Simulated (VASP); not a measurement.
Input of a VASP 6.6.1 run:

The input INCAR:

```
SYSTEM = Cd15PbS16
PREC = Accurate
ENCUT = 520
EDIFF = 1E-6
ISMEAR = -1
SIGMA = 0.01
LREAL = Auto
LASPH = .True.
NELM = 80
ALGO = Normal
ISIF = 2
LWAVE = .False.
LCHARG = .True.
GGA = PE
LVHAR = .True.
NBANDS = 167
KPAR = 4
```

Contents of KPOINTS:

```
regular mesh
0
Gamma
  3 3 2
  0 0 0
```

The input POSCAR:

```
Cd15PbS16
1.0
    8.3000000000      0.0000000000      0.0000000000
   -4.1500000000      7.1880108514      0.0000000000
    0.0000000000      0.0000000000     13.4740000000
Pb Cd S
1 15 16
Direct
    0.1666666667      0.3333333333      0.0127164276
    0.1666666667      0.3333333333      0.4905329085
    0.1702197898      0.8351098949     -0.0027430222
    0.1608881369      0.8304440684      0.5007981415
    0.6648901051      0.3297802102     -0.0027430222
    0.6695559316      0.3391118631      0.5007981415
    0.6648901051      0.8351098949     -0.0027430222
    0.6695559316      0.8304440684      0.5007981415
    0.3385457008      0.1614542992      0.2553613360
    0.3331721648      0.1668278352      0.7410659926
    0.3385457008      0.6770914016      0.2553613360
    0.3331721648      0.6663443296      0.7410659926
    0.8229085984      0.1614542992      0.2553613360
    0.8336556704      0.1668278352      0.7410659926
    0.8333333333      0.6666666667      0.2450721714
    0.8333333333      0.6666666667      0.7543827205
    0.1666666667      0.3333333333      0.2234487178
    0.1666666667      0.3333333333      0.6814644726
    0.1684634800      0.8342317400      0.1857808030
    0.1613806423      0.8306903212      0.6876369411
    0.6657682600      0.3315365200      0.1857808030
    0.6693096788      0.3386193577      0.6876369411
    0.6657682600      0.8342317400      0.1857808030
    0.6693096788      0.8306903212      0.6876369411
    0.3365175154      0.1634824846      0.4427508188
    0.3405668686      0.1594331314      0.9284317285
    0.3365175154      0.6730350309      0.4427508188
    0.3405668686      0.6811337371      0.9284317285
    0.8269649691      0.1634824846      0.4427508188
    0.8188662629      0.1594331314      0.9284317285
    0.8333333333      0.6666666667      0.4332344619
    0.8333333333      0.6666666667      0.9418999018
```

Potentials or basis: VASP PAW PBE potentials, release 64 (Pb_d, Cd, S).

Command:

```sh
$ cat potpaw_PBE.64/Pb_d/POTCAR potpaw_PBE.64/Cd/POTCAR potpaw_PBE.64/S/POTCAR > POTCAR
$ mpirun -np 4 vasp_std > vasp.out
```

(1) Predict the pressure.

(2) Predict the largest force.

(3) Estimate the band gap on the k mesh.

Answers

(1) 3.6 GPa.

(2) 0.031 eV/Å.

(3) 0.77 eV.

Caveat: spin-orbit coupling is left out, which moves the levels of the heavy elements.
